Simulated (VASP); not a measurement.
Here is a VASP 6.6.1 calculation.

The input POSCAR:

```
Sb
1.0
    0.0000000000      2.3704985377      2.3704985377
    2.3704985377      0.0000000000      2.3704985377
    2.3704985377      2.3704985377      0.0000000000
Sb
1
Direct
    0.0000000000      0.0000000000      0.0000000000
```

INCAR.step1

```
ALGO = Normal ; EDIFF = 1E-5
ENCUT = 550 ; GGA = PE
GGA_COMPAT = F ; ISMEAR = -1
LASPH = T ; LCHARG = F
LREAL = F ; LWAVE = T
NBANDS = 8 ; NELM = 120
PREC = Accurate ; SIGMA = 0.1
```

File INCAR.step2:

```
ALGO = Normal ; EDIFF = 1E-6
ENCUT = 550 ; GGA_COMPAT = F
ISIF = 2 ; ISMEAR = -1
ISTART = 1 ; LASPH = T
LCHARG = F ; LMIXTAU = T
LREAL = F ; LWAVE = F
METAGGA = R2SCAN ; NBANDS = 8
NELM = 120 ; PREC = Accurate
SIGMA = 0.1
```

File KPOINTS:

```
k-points
0
Gamma
  7 7 7
```

Potentials or basis: VASP PAW PBE potentials, release 64 (Sb).

Run with:

```bash
$ cat potpaw_PBE.64/Sb/POTCAR > POTCAR
$ cp INCAR.step1 INCAR
$ mpirun -np 1 vasp_std > vasp.out
$ cp INCAR.step2 INCAR
$ mpirun -np 1 vasp_std > vasp.out
```

(1) What does it give for the pressure?

Results:

(1) 0.6 GPa.

Caveat: the PAW data sets were made with another functional, which shifts forces and pressure a little.
